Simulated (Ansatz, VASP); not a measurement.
## MnCd7S8 in VASP and in Ansatz

```xyz
16
Lattice="8.2740 0.0000 0.0000 -4.1370 7.1655 0.0000 0.0000 0.0000 6.7144" Properties=species:S:1:pos:R:3 pbc="T T T"
Mn    2.0685    1.1942    6.7038
Cd   -0.0082    4.7723    6.7038
Cd    6.2055    1.2037    6.7038
Cd    4.1452    4.7723    6.7038
Cd    0.0173    2.3785    3.3591
Cd   -2.0685    5.9912    3.3591
Cd    4.1197    2.3785    3.3591
Cd    2.0685    5.9712    3.3458
S     2.0685    1.1942    2.4445
S    -0.0074    4.7727    2.5301
S     6.2055    1.2029    2.5301
S     4.1445    4.7727    2.5301
S     0.0533    2.3577    5.9019
S    -2.0685    6.0328    5.9019
S     4.0837    2.3577    5.9019
S     2.0685    5.9712    5.8798
```

Alike in both runs: task single point; functional PBEsol; k mesh 3 × 3 × 3; occupations gaussian, width 0.05 eV; collinear spin; Hubbard terms Mn d U = 5.5 eV.

|  | VASP | Ansatz |
| --- | --- | --- |
| version | VASP 6.6.1 | Ansatz 0.2.0 |
| potentials or method | VASP PAW PBE potentials, release 64 (Mn_pv, Cd, S), cutoff 500 eV | scalar-relativistic, plane waves, PAW |
| valence electrons in the cell | 145 | 203 |

VASP gave:

| Property | Result |
| --- | --- |
| gap on the k mesh at the Fermi level (eV) | 1.07 |
| least direct gap on the mesh (eV) | 1.07 |
| pressure (GPa) | -0.7 |
| traceless stress, the component that is largest in VASP (GPa) | 0.10 |
| rms of the force components (eV/Å) | 0.035 |
| net moment per atom (μB) | 0.31 |
| size of the moment on the site where the two differ most (μB) | 4.60 |

Problem. Which values does Ansatz return?

Solution. gap on the k mesh at the Fermi level (eV): 1.06; least direct gap on the mesh (eV): 1.06; pressure (GPa): -1.0; traceless stress, the component that is largest in VASP (GPa): 0.10; rms of the force components (eV/Å): 0.045; net moment per atom (μB): 0.31; size of the moment on the site where the two differ most (μB): 4.39.

VASP's potentials were made for PBE, not for PBEsol. Site moments also hang on the region over which each program counts them. The programs project onto different local orbitals, so the same U acts differently, and such runs can settle in different states. Atom by atom the forces differ by 0.011 eV/Å (rms over components). VASP's potentials hold 145 valence electrons a cell and Ansatz's 203, so a difference there can come from the potentials and not from the codes.
